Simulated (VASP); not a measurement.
Write the native input for VASP 6.6.1 that does the following.

| Quantity | Value |
| --- | --- |
| Task | single point |
| Functional | PBE |
| Potentials or basis | VASP PAW PBE potentials, release 64 (C, Si) |
| Cutoff | 520 eV |
| k mesh | 2 × 2 × 2 |
| Occupations | fermi-dirac, width 0.02 eV |
| Spin | no spin polarisation |
| Dipole correction | no |
| Further INCAR settings | ALGO = Normal; EDIFF = 1e-06; NBANDS = 16 |

The structure of Si3C lies in POSCAR:

```
Si3C
1.0
    1.6986113246      0.9806937055      5.8709154094
   -1.6986113246      0.9806937055      5.8709154094
    0.0000000000     -1.9613874110      5.8709154094
C Si
1 3
Direct
    0.9989692349     -0.0010307651     -0.0010307651
    0.4966196746      0.4966196746      0.4966196746
    0.3638779033      0.3638779033      0.3638779033
    0.8905331871      0.8905331871      0.8905331871
```

The input as run:

INCAR

```
PREC = Accurate ; ENCUT = 520
EDIFF = 1E-6 ; ISMEAR = -1
SIGMA = 0.02 ; LREAL = F
LASPH = T ; NELM = 80
ALGO = Normal ; ISIF = 2
LWAVE = F ; LCHARG = F
GGA = PE ; NBANDS = 16
```

KPOINTS

```
regular mesh
0
Gamma
  2 2 2
```

Potentials or basis: VASP PAW PBE potentials, release 64 (C, Si).

Command:

```console
$ cat potpaw_PBE.64/C/POTCAR potpaw_PBE.64/Si/POTCAR > POTCAR
$ mpirun -np 1 vasp_std > vasp.out
```

It gave:

* Pressure: 2.2 GPa
* Largest force: 2.843 eV/Å
* Band gap on the k mesh: zero (band 8 reaches 8.12 eV, above the bottom of band 9 at 7.52 eV)

Caveat: the k points lie up to 1.08 Å⁻¹ apart; forces of over 1 eV/Å act on the atoms, so gaps and moduli don't describe the material at rest.

Wall time 8.5 s on 1 thread of Intel(R) Xeon(R) 6975P-C (Granite Rapids) (shared host), peak memory 0.28 GiB.
